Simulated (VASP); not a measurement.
Wanted: the native input for a VASP 6.6.1 run.

```yaml
Task: single point
Functional: PBE
Potentials_or_basis: VASP PAW PBE potentials, release 64 (Hf_pv, C)
Cutoff: 520 eV
k_mesh: 12 × 12 × 12
Occupations: gaussian, width 0.1 eV
Spin: no spin polarisation
Dipole_correction: no
Further_INCAR_settings: ALGO = Normal; EDIFF = 1e-06; NBANDS = 25
```

The structure of Hf3C lies in POSCAR:

```
Hf3C
1.0
    4.0877464647      0.0000000000      0.0000000000
    0.0000000000      4.0877464647      0.0000000000
    0.0000000000      0.0000000000      4.0877464647
Hf C
3 1
Direct
    0.0000000000      0.5000000000      0.5000000000
    0.5000000000      0.0000000000      0.5000000000
    0.5000000000      0.5000000000      0.0000000000
    0.0000000000      0.0000000000      0.0000000000
```

These files were run (other wordings do the same):

INCAR

```
PREC     = Accurate       # precision mode
ENCUT    = 520            # plane-wave cutoff, eV
EDIFF    = 1E-6           # SCF threshold, eV
ISMEAR   = 0              # smearing method
SIGMA    = 0.1            # smearing width, eV
LREAL    = False          # projectors in reciprocal space
LASPH    = True           # aspherical terms in the spheres
NELM     = 80             # most SCF steps
ALGO     = Normal         # electronic algorithm
ISIF     = 2              # what is computed and relaxed
LWAVE    = False          # write WAVECAR
LCHARG   = False          # write CHGCAR
GGA      = PE             # functional
NBANDS   = 25             # bands
```

KPOINTS

```
Automatic mesh
0
Gamma
  12 12 12
```

Potentials or basis: VASP PAW PBE potentials, release 64 (Hf_pv, C).

Launch:

```console
$ cat potpaw_PBE.64/Hf_pv/POTCAR potpaw_PBE.64/C/POTCAR > POTCAR
$ mpirun -np 1 vasp_std > vasp.out
```

Results of the run:

```
Pressure               : -0.7 GPa
Band gap on the k mesh : zero (bands 17 and 18 overlap by 2.37 eV)
```

Caveat: spin-orbit coupling is left out, which moves the levels of the heavy elements.

It took 61 s on 1 thread of Intel(R) Xeon(R) 6975P-C (Granite Rapids), on a shared host, peak memory 0.24 GiB.
